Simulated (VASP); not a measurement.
Write the native input for VASP 6.6.1 that does the following.

```
Task                   : single point
Functional             : LDA
Potentials or basis    : VASP PAW LDA potentials, release 64 (Y_sv, Rh_pv)
Cutoff                 : 520 eV
k mesh                 : 12 × 12 × 12
Occupations            : fermi-dirac, width 0.05 eV
Spin                   : no spin polarisation
Dipole correction      : no
Further INCAR settings : ALGO = Normal; EDIFF = 1e-06; NBANDS = 20
```

The structure of YRh lies in POSCAR:

```
YRh
1.0
    3.3512210749      0.0000000000      0.0000000000
    0.0000000000      3.3512210749      0.0000000000
    0.0000000000      0.0000000000      3.3512210749
Y Rh
1 1
Direct
    0.5000000000      0.5000000000      0.5000000000
    0.0000000000      0.0000000000      0.0000000000
```

One way to write it, as run:

INCAR

```
PREC = Accurate
ENCUT = 520
EDIFF = 1E-6
ISMEAR = -1
SIGMA = 0.05
LREAL = False
LASPH = True
NELM = 80
ALGO = Normal
ISIF = 2
LWAVE = False
LCHARG = True
LELF = True
LVHAR = True
NBANDS = 20
```

KPOINTS

```
regular mesh
0
Gamma
  12 12 12
```

Potentials or basis: VASP PAW LDA potentials, release 64 (Y_sv, Rh_pv).

Launch:

```bash
$ cat potpaw_LDA.64/Y_sv/POTCAR potpaw_LDA.64/Rh_pv/POTCAR > POTCAR
$ mpirun -np 1 vasp_std > vasp.out
```

It gave:

```yaml
Pressure: 0.1 GPa
Band_gap_on_the_k_mesh: zero (bands 13 and 14 overlap by 0.92 eV)
```

Wall time 47 s on 1 thread of Intel(R) Xeon(R) Platinum 8259CL CPU @ 2.50GHz (Skylake/Cascade Lake), on a shared host, peak memory 0.21 GiB.
